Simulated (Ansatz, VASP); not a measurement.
## One calculation of Pd, two programs

```
CELL_PARAMETERS angstrom
0.00000 1.96667 1.96667
1.96667 0.00000 1.96667
1.96667 1.96667 0.00000
ATOMIC_POSITIONS crystal
Pd 0.00000 0.00000 0.00000
```

Alike in both runs: task single point; functional r2SCAN; k mesh 20 × 20 × 20; occupations gaussian, width 0.05 eV; no spin polarisation.

|  | VASP | Ansatz |
| --- | --- | --- |
| version | VASP 6.6.1 | Ansatz 0.2.0 |
| potentials or method | VASP PAW PBE potentials, release 64 (Pd), cutoff 520 eV | scalar-relativistic, plane waves, PAW |
| valence electrons in the cell | 10 | 18 |

|  | VASP | Ansatz | Ansatz less VASP |
| --- | --- | --- | --- |
| gap on the k mesh at the Fermi level (eV) | none | none | - |
| pressure (GPa) | -2.9 | -3.5 | -0.55 |

VASP's potentials were made for PBE, not for r2SCAN. A gap of «none» marks a metal or a gap that the smearing closes. The functional is the same, so the differences come from potentials, cutoffs and numerics. VASP's potentials hold 10 valence electrons a cell and Ansatz's 18, so a difference there can come from the potentials and not from the codes.
